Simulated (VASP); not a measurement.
# ZrNbSe3 (P6/mmm) in VASP: notebook

Runs on ZrNbSe3. Level: PBE. Tasks: single point.

Program: VASP 6.6.1. These are calculated values, not measurements. Logs are shortened: lines on timing, memory, paths and dates and some standing lists are left out, and cuts for length are marked.

### 1 The cell of the first run

It takes space group P6/mmm (No. 191, hexagonal). The conventional cell has a = 6.147 Å, b = 6.147 Å, c = 7.510 Å, α = 90.00°, β = 90.00°, γ = 120.00°. Zr (site symmetry 6/mmm) has 6 Se at 3.07 Å and 2 Nb at 3.75 Å within 4.0 Å. Nb (site symmetry 6/mmm) has 2 Zr at 3.75 Å and 12 Se at 4.85 Å within 4.9 Å. Se (site symmetry mmm) has 4 Se at 3.07 Å and 2 Zr at 3.07 Å within 4.0 Å.

The cell was generated, and may not be a known phase.

### 2 Single point, PBE

INCAR reads:

```
PREC = Accurate
ENCUT = 520
EDIFF = 1E-6
ISMEAR = 0
SIGMA = 0.1
LREAL = F
LASPH = T
NELM = 100
ALGO = Normal
ISIF = 2
LWAVE = F
LCHARG = F
GGA = PE
NBANDS = 30
```

KPOINTS reads:

```
Automatic mesh
0
Gamma
  3 3 2
```

POSCAR reads:

```
ZrNbSe3
1.0
    6.1471030800      0.0000000000      0.0000000000
   -3.0735515400      5.3235474200      0.0000000000
    0.0000000000      0.0000000000      7.5096528400
Zr Nb Se
1 1 3
Direct
    0.0000000000      0.0000000000      0.0000000000
    0.0000000000      0.0000000000      0.5000000000
    0.5000000000      0.0000000000      0.0000000000
    0.0000000000      0.5000000000      0.0000000000
    0.5000000000      0.5000000000      0.0000000000
```

Potentials or basis: VASP PAW PBE potentials, release 64 (Zr_sv, Nb_sv, Se).

Command:

```bash
> cat potpaw_PBE.64/Zr_sv/POTCAR potpaw_PBE.64/Nb_sv/POTCAR potpaw_PBE.64/Se/POTCAR > POTCAR
> mpirun -np 1 vasp_std > vasp.out
```

OUTCAR:

```text
PREC = Accurate
   ENCUT = 520
   EDIFF = 1E-6
   ISMEAR = 0
   LREAL = F
   LASPH = T
   NELM = 100
   ISIF = 2
   GGA = PE

 ion  position               nearest neighbor table
   1  0.000  0.000  0.000-   4 3.07   5 3.07   4 3.07   5 3.07   3 3.07   3 3.07
   2  0.000  0.000  0.500-
   3  0.500  0.000  0.000-   1 3.07   1 3.07
   4  0.000  0.500  0.000-   1 3.07   1 3.07
   5  0.500  0.500  0.000-   1 3.07   1 3.07

  LATTYP: Found a hexagonal cell.
 ALAT       =     6.1471030800
 C/A-ratio  =     1.2216572168

  Lattice vectors:

 A1 = (   6.1471030800,   0.0000000000,   0.0000000000)
 A2 = (  -3.0735515400,   5.3235474200,   0.0000000000)
 A3 = (   0.0000000000,   0.0000000000,   7.5096528400)

Analysis of symmetry for initial positions (statically):
=====================================================================
 Subroutine PRICEL returns:
 Original cell was already a primitive cell.

 Routine SETGRP: Setting up the symmetry group for a
 hexagonal supercell.

 Subroutine GETGRP returns: Found 24 space group operations
 (whereof 24 operations were pure point group operations)
 out of a pool of 24 trial point group operations.

The static configuration has the point symmetry D_6h.

Analysis of symmetry for dynamics (positions and initial velocities):
=====================================================================
 Subroutine PRICEL returns:
 Original cell was already a primitive cell.

 Routine SETGRP: Setting up the symmetry group for a
 hexagonal supercell.

 Subroutine GETGRP returns: Found 24 space group operations
 (whereof 24 operations were pure point group operations)
 out of a pool of 24 trial point group operations.

The dynamic configuration has the point symmetry D_6h.

 Subroutine INISYM returns: Found 24 space group operations
 (whereof 24 operations are pure point group operations),
 and found     1 'primitive' translations

----------------------------------------------------------------------------------------

                                     Primitive cell

  volume of cell :     245.7488

  direct lattice vectors                    reciprocal lattice vectors
     6.147103080  0.000000000  0.000000000     0.162678255  0.093922334  0.000000000
    -3.073551540  5.323547420  0.000000000     0.000000000  0.187844668  0.000000000
     0.000000000  0.000000000  7.509652840     0.000000000  0.000000000  0.133161948

  length of vectors
     6.147103080  6.147103074  7.509652840     0.187844668  0.187844668  0.133161948

  position of ions in fractional coordinates (direct lattice)
     0.000000000  0.000000000  0.000000000
     0.000000000  0.000000000  0.500000000
     0.500000000  0.000000000  0.000000000
     0.000000000  0.500000000  0.000000000
     0.500000000  0.500000000  0.000000000

  ion indices of the primitive-cell ions
   primitive index   ion index
                 1           1
                 2           2
                 3           3
                 4           4
                 5           5

----------------------------------------------------------------------------------------

 KPOINTS: Automatic mesh

Automatic generation of k-mesh.
 Grid dimensions read from file:
 generate k-points for:    3    3    2

 Generating k-lattice:

  Cartesian coordinates                     Fractional coordinates (reciprocal lattice)
     0.054226085  0.031307445  0.000000000     0.333333333  0.000000000  0.000000000
     0.000000000  0.062614889  0.000000000     0.000000000  0.333333333  0.000000000
     0.000000000  0.000000000  0.066580974     0.000000000  0.000000000  0.500000000

  Length of vectors
     0.062614889  0.062614889  0.066580974

  Shift w.r.t. Gamma in fractional coordinates (k-lattice)
     0.000000000  0.000000000  0.000000000

 Subroutine IBZKPT returns following result:
 ===========================================

 Found      6 irreducible k-points:

 Following reciprocal coordinates:
            Coordinates               Weight
  0.000000  0.000000  0.000000      1.000000
  0.333333  0.000000  0.000000      6.000000
  0.333333  0.333333  0.000000      2.000000
  0.000000  0.000000  0.500000      1.000000
  0.333333  0.000000  0.500000      6.000000
  0.333333  0.333333  0.500000      2.000000
   k-points           NKPTS =      6   k-points in BZ     NKDIM =      6   number of bands    NBANDS=     30
   number of dos      NEDOS =    301   number of ions     NIONS =      5
   total plane-waves  NPLWV = 129024
   dimension x,y,z NGX =    48 NGY =   48 NGZ =   56
   dimension x,y,z NGXF=    96 NGYF=   96 NGZF=  112
   ions per type =               1   1   3
   NGX,Y,Z   is equivalent  to a cutoff of  12.98, 12.98, 12.40 a.u.
   NGXF,Y,Z  is equivalent  to a cutoff of  25.96, 25.96, 24.79 a.u.
 SYSTEM =  unknown system
   PREC   = accura    normal or accurate (medium, high low for compatibility)
   ISTART =      0    job   : 0-new  1-cont  2-samecut
   ICHARG =      2    charge: 1-file 2-atom 10-const
   ISPIN  =      1    spin polarized calculation?
   LNONCOLLINEAR =      F non collinear calculations
   LSORBIT =      F    spin-orbit coupling
   LASPH  =      T    aspherical Exc in radial PAW
   ENCUT  =  520.0 eV  38.22 Ry    6.18 a.u.  11.43 11.43 13.96*2*pi/ulx,y,z
   NELM   =    100;   NELMIN=  2; NELMDL= -5     # of ELM steps
   EDIFF  = 0.1E-05   stopping-criterion for ELM
   LREAL  =      F    real-space projection
   EDIFFG = 0.1E-04   stopping-criterion for IOM
   NSW    =      0    number of steps for IOM
   IBRION =     -1    ionic relax: 0-MD 1-quasi-New 2-CG
   NFREE  =      0    steps in history (QN), initial steepest desc. (CG)
   ISIF   =      2    stress and relaxation
   ISYM   =      2    0-nonsym 1-usesym 2-fastsym
   POTIM  = 0.5000    time-step for ionic-motion
   TEBEG  =    0.0;   TEEND  =   0.0 temperature during run
   PSTRESS=    0.0 pullay stress
   NELECT =      43.0000    total number of electrons
   NUPDOWN=      -1.0000    fix difference up-down
   EMIN   =  10.00;   EMAX   =-10.00  energy-range for DOS
   EFERMI =   0.00;   METHOD = LEGACY
   ISMEAR =     0;   SIGMA  =   0.10  broadening in eV -4-tet -1-fermi 0-gaus
   EFERMI_NEDOS =   21; number of points for ismear=-14 and -15
   IALGO  =     38    algorithm
   IMIX   =      4    mixing-type and parameters
     AMIX     =   0.40;   BMIX     =  1.00
     AMIX_MAG =   1.60;   BMIX_MAG =  1.00
  volume/ion in A,a.u.               =      49.15       331.68
  Fermi-wavevector in a.u.,A,eV,Ry     =   0.915659  1.730345 11.407555  0.838432
  Thomas-Fermi vector in A             =   2.040426
   LORBIT       =      0    0 simple, 1 ext, 2 COOP (PROOUT), +10 PAW based schemes
   GGA     = PE    functional components
   LHFCALC =     F    Hartree Fock is set to
   AEXX    =    0.0000 exact exchange contribution
   IVDW    =     0    specifies the selected vdW correction
   LEPSILON=     F    determine dielectric tensor
   LRPA    =     F    only Hartree local field effects (RPA)
 non-spin polarized calculation
 Gauss-broadening in eV      SIGMA  =   0.10
  energy-cutoff  :      520.00
  volume of cell :      245.75
 maximum number of plane-waves:      6664
 NGX is ok and might be reduce to    48
   NGX = 23   NGY = 23   NGZ = 27

 number of electron      42.9999997 magnetization

 Free energy of the ion-electron system (eV)
  ---------------------------------------------------
  ext. energy  EPLUGINS =         0.00000000
  ---------------------------------------------------
  free energy    TOTEN  =       -20.91501061 eV

  energy without entropy =      -20.73044089  energy(sigma->0) =      -20.82272575

 E-fermi :   0.6680     XC(G=0):  -6.8089

 val. band max:        0.6657676442   @ k =   0.3333   0.3333   0.5000
 cond. band min:       0.6745033763   @ k =   0.3333   0.3333   0.0000
 fundamental gap:      0.0087357320
 Fermi energy:         0.6680426337

 k-point     1 :       0.0000    0.0000    0.0000
  band No.  band energies     occupation
      1     -55.2529      2.00000
      2     -49.8735      2.00000
      3     -31.3090      2.00000
      4     -31.3090      2.00000
      5     -31.2289      2.00000
      6     -27.8293      2.00000
[... 22 lines left out ...]
     29       1.7879      0.00000
     30       3.5893      0.00000

 k-point     2 :       0.3333    0.0000    0.0000
  band No.  band energies     occupation
      1     -55.2528      2.00000
      2     -49.8735      2.00000
      3     -31.3090      2.00000
      4     -31.3090      2.00000
      5     -31.2289      2.00000
      6     -27.8302      2.00000
[... 22 lines left out ...]
     29       2.3448      0.00000
     30       2.8786      0.00000

 k-point     3 :       0.3333    0.3333    0.0000
  band No.  band energies     occupation
      1     -55.2528      2.00000
      2     -49.8735      2.00000
      3     -31.3090      2.00000
      4     -31.3090      2.00000
      5     -31.2289      2.00000
      6     -27.8302      2.00000
[... 22 lines left out ...]
     29       2.8738      0.00000
     30       2.8738      0.00000

 k-point     4 :       0.0000    0.0000    0.5000
  band No.  band energies     occupation
      1     -55.2529      2.00000
      2     -49.8735      2.00000
      3     -31.3090      2.00000
      4     -31.3090      2.00000
      5     -31.2287      2.00000
      6     -27.8293      2.00000
[... 22 lines left out ...]
     29       1.3973      0.00000
     30       1.8219      0.00000

 k-point     5 :       0.3333    0.0000    0.5000
  band No.  band energies     occupation
      1     -55.2528      2.00000
      2     -49.8735      2.00000
      3     -31.3090      2.00000
      4     -31.3090      2.00000
      5     -31.2287      2.00000
      6     -27.8302      2.00000
[... 22 lines left out ...]
     29       1.8427      0.00000
     30       2.3471      0.00000

 k-point     6 :       0.3333    0.3333    0.5000
  band No.  band energies     occupation
      1     -55.2529      2.00000
      2     -49.8735      2.00000
      3     -31.3090      2.00000
      4     -31.3090      2.00000
      5     -31.2287      2.00000
      6     -27.8302      2.00000
[... 22 lines left out ...]
     29       1.8789      0.00000
     30       3.0217      0.00000

------------------------ aborting loop because EDIFF is reached ----------------------------------------

  FORCE on cell =-STRESS in cart. coord.  units (eV):
  Direction    XX          YY          ZZ          XY          YZ          ZX
  --------------------------------------------------------------------------------------
  -------------------------------------------------------------------------------------
  Total      -10.3955489    -10.3955489     -8.4262374      0.0000000      0.0000000     -0.0000000
  in kB      -67.7745318    -67.7745316    -54.9354634      0.0000000      0.0000000     -0.0000000
  external PRESSURE =     -63.4948422 kB  Pullay stress =       0.0000000 kB

 VOLUME and BASIS-vectors are now :
 -----------------------------------------------------------------------------
  energy-cutoff  :      520.00
  volume of cell :      245.75
      direct lattice vectors                 reciprocal lattice vectors
     6.147103080  0.000000000  0.000000000     0.162678255  0.093922334  0.000000000
    -3.073551540  5.323547420  0.000000000     0.000000000  0.187844668  0.000000000
     0.000000000  0.000000000  7.509652840     0.000000000  0.000000000  0.133161948

 POSITION                                       TOTAL-FORCE (eV/Angst)
 -----------------------------------------------------------------------------------
      0.00000      0.00000      0.00000         0.000000      0.000000      0.000000
      0.00000      0.00000      3.75483        -0.000000      0.000000      0.000000
      3.07355      0.00000      0.00000        -0.000000      0.000000      0.000000
     -1.53678      2.66177      0.00000         0.000000      0.000000      0.000000
      1.53678      2.66177      0.00000         0.000000      0.000000      0.000000
 -----------------------------------------------------------------------------------
    total drift:                               -0.000000      0.000000      0.000000

  FREE ENERGIE OF THE ION-ELECTRON SYSTEM (eV)
  ---------------------------------------------------
  free  energy   TOTEN  =       -20.9150106133 eV

  energy  without entropy=      -20.7304408896  energy(sigma->0) =      -20.82272575
```

Wall time 73 s (1 thread of Intel Xeon Platinum 8488C (Sapphire Rapids), shared host); peak memory 0.32 GiB.

What came out:

```
Free energy            : -20.9150 eV
Pressure               : -6.3 GPa
Band gap on the k mesh : zero (an odd number of electrons rules out a gap without spin polarisation)
```

Caveat: the k points lie up to 0.42 Å⁻¹ apart, too coarse for converged energies and pressures of a metal.

### 3 Single point, PBE, collinear spin

This run uses another cell than the first one, of 31.91 Å³/atom.

INCAR reads:

```
SYSTEM = ZrNbSe3
PREC = Accurate
ENCUT = 520
EDIFF = 1E-6
ISMEAR = 0
SIGMA = 0.1
LREAL = .FALSE.
LASPH = .TRUE.
NELM = 150
ALGO = Normal
ISIF = 2
LWAVE = .FALSE.
LCHARG = .FALSE.
ISPIN = 2
MAGMOM = 0.45 2.66 -0.06 -0.06 -0.06
LORBIT = 11
LMAXMIX = 4
GGA = PE
NBANDS = 34
```

KPOINTS reads:

```
Automatic mesh
0
G
  3 3 2
  0 0 0
```

Edit POSCAR of step 2 so:

```diff
@@ -2,5 +2,5 @@
 1.0
-    6.1471030800      0.0000000000      0.0000000000
-   -3.0735515400      5.3235474200      0.0000000000
-    0.0000000000      0.0000000000      7.5096528400
+    5.7017594060      0.0000000000      0.0000000000
+   -2.8508797030      4.9378684919      0.0000000000
+    0.0000000000      0.0000000000      5.6667297331
 Zr Nb Se
```

Potentials or basis: VASP PAW PBE potentials, release 64 (Zr_sv, Nb_sv, Se).

Command:

```bash
> cat potpaw_PBE.64/Zr_sv/POTCAR potpaw_PBE.64/Nb_sv/POTCAR potpaw_PBE.64/Se/POTCAR > POTCAR
> mpirun -np 1 vasp_std > vasp.out
```

It took 1.9 min on 1 thread of Intel Xeon Platinum 8488C (Sapphire Rapids), shared host; peak memory 0.32 GiB.

Results (log left out):

```yaml
Free_energy: -24.9768 eV
Pressure: 0.0 GPa
Net_moment: 4.24 μB per cell
Site_moments: Zr +0.44; Nb +2.47; Se -0.05 μB
Valence_electrons_inside_the_program's_atomic_spheres: Zr 9.76; Nb 10.73; Se 3.75
```

Levels at points of the mesh, in eV from the Fermi level:
Spin up:
```
           k point  band 21  band 22  band 23  band 24  band 25  band 26
(0.00, 0.00, 0.00)    -0.77    -0.21    -0.21     0.95     1.36     1.36
(0.00, 0.00, 0.50)    -0.17    -0.15    -0.15     0.40     0.40     0.81
```
Spin down:
```
           k point  band 16  band 17  band 18  band 19  band 20  band 21  band 22  band 23
(0.00, 0.00, 0.00)    -1.52    -0.89    -0.89    -0.45    -0.45     0.71     0.90     1.33
(0.00, 0.00, 0.50)    -1.14    -1.14     0.44     0.44     0.90     1.00     1.45     1.45
```

Caveat: the k points lie up to 0.55 Å⁻¹ apart.

The gap in the log of VASP goes by the Fermi energy; the results here count the filled bands.